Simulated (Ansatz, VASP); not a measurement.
# One calculation of HfGeTe, two programs

```
Hf Ge Te
1.0
     4.01899    0.00000    0.00000
     0.00000    4.01899    0.00000
     0.00000    0.00000    8.82724
Hf Ge Te
2 2 2
Direct
  0.00000 0.50000 0.24100
  0.50000 0.00000 0.75900
  0.00000 0.00000 0.00000
  0.50000 0.50000 0.00000
  0.00000 0.50000 0.62000
  0.50000 0.00000 0.38000
```

Alike in both runs: task single point; functional LDA; k mesh 6 × 6 × 3; occupations fermi-dirac, width 0.05 eV; no spin polarisation.

```csv
,VASP,Ansatz
version,VASP 6.6.1,Ansatz 0.2.0
potentials or method,"VASP PAW LDA potentials, release 64 (Hf_pv, Ge_d, Te), cutoff 520 eV","plane waves, PAW"
valence electrons in the cell,60,112
```

|  | VASP | Ansatz | Ansatz less VASP |
| --- | --- | --- | --- |
| pressure (GPa) | -12.6 | -12.6 | +0.09 |
| traceless stress, the component that is largest in VASP (GPa) | 0.22 | 0.25 | +0.024 |

LDA's correlation is that of Perdew and Zunger in VASP and of Perdew and Wang (1992) in Ansatz. VASP's potentials hold 60 valence electrons a cell and Ansatz's 112, so a difference there can come from the potentials and not from the codes.

Neither program's run includes spin-orbit coupling.
